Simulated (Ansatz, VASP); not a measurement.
**Fe in VASP and in Ansatz**

INCAR

```
SYSTEM = Fe
PREC     = Accurate       ! precision mode
ENCUT    = 600            ! plane-wave cutoff, eV
EDIFF    = 1E-6           ! SCF threshold, eV
ISMEAR   = -1             ! smearing method
SIGMA    = 0.08           ! smearing width, eV
LREAL    = .FALSE.        ! projectors in reciprocal space
LASPH    = .TRUE.         ! aspherical terms in the spheres
NELM     = 150            ! most SCF steps
ALGO     = Normal         ! electronic algorithm
ISIF     = 3              ! what is computed and relaxed
LWAVE    = .FALSE.        ! write WAVECAR
LCHARG   = .FALSE.        ! write CHGCAR
ISPIN    = 2              ! spin polarisation
MAGMOM   = 2.5            ! initial moments
LORBIT   = 11             ! projections on sites
LMAXMIX  = 4              ! l up to which the mixer works
GGA      = PS             ! functional
IBRION   = 2              ! ionic algorithm
NSW      = 60             ! ionic steps
EDIFFG   = -0.005         ! ionic threshold
```

The input KPOINTS:

```
Automatic mesh
0
G
  21 21 21
  0 0 0
```

Contents of POSCAR:

```
Fe
1.0
   -1.3940650116      1.3940650116      1.3940650116
    1.3940650116     -1.3940650116      1.3940650116
    1.3940650116      1.3940650116     -1.3940650116
Fe
1
Direct
    0.0000000000      0.0000000000      0.0000000000
```

Input for Ansatz:

```yaml
crystal:
  lattice:
    - [-1.3940650116, 1.3940650116, 1.3940650116]
    - [1.3940650116, -1.3940650116, 1.3940650116]
    - [1.3940650116, 1.3940650116, -1.3940650116]
  atoms:
    - { symbol: Fe, position: [0.0, 0.0, 0.0], spin: 2.5 }
magnetization:
  spin_polarized: true
kpoints:
  mp_grid: { grid: [21, 21, 21] }
scf:
  occupations: { method: fermi_dirac, width: 0.08 }
hamiltonian:
  xc: pbesol
  pseudopotentials: { kind: paw }
output:
  forces: true
  stress: true
relax:
  f_tol: 0.005
  max_steps: 40
  cell: {}
```

Alike in both runs: task relaxation of cell and atoms; functional PBEsol; k mesh 21 × 21 × 21; occupations fermi-dirac, width 0.08 eV; collinear spin.

|  | VASP | Ansatz |
| --- | --- | --- |
| version | VASP 6.6.1 | Ansatz 0.2.0 |
| potentials or method | VASP PAW PBE potentials, release 64 (Fe) | PAW with Ansatz's default frozen-core files, scalar-relativistic |
| plane-wave cutoff (eV) | 600 | 420 |
| valence electrons in the cell | 8 | 16 |

Ansatz gave:

* net moment per atom (μB): 2.09
* size of the moment on the site where the two differ most (μB): 2.12
* relaxed volume (Å³/atom): 10.82
* relaxed cell length with the largest relative difference (Å): 2.414

**Question.** What did VASP give for the same quantities?

**Answer.** net moment per atom (μB): 2.10; size of the moment on the site where the two differ most (μB): 2.08; relaxed volume (Å³/atom): 10.82; relaxed cell length with the largest relative difference (Å): 2.413.

VASP's potentials were made for PBE, not for PBEsol. Site moments also hang on the region over which each program counts them. VASP's potentials hold 8 valence electrons a cell and Ansatz's 16, so a difference there can come from the potentials and not from the codes.
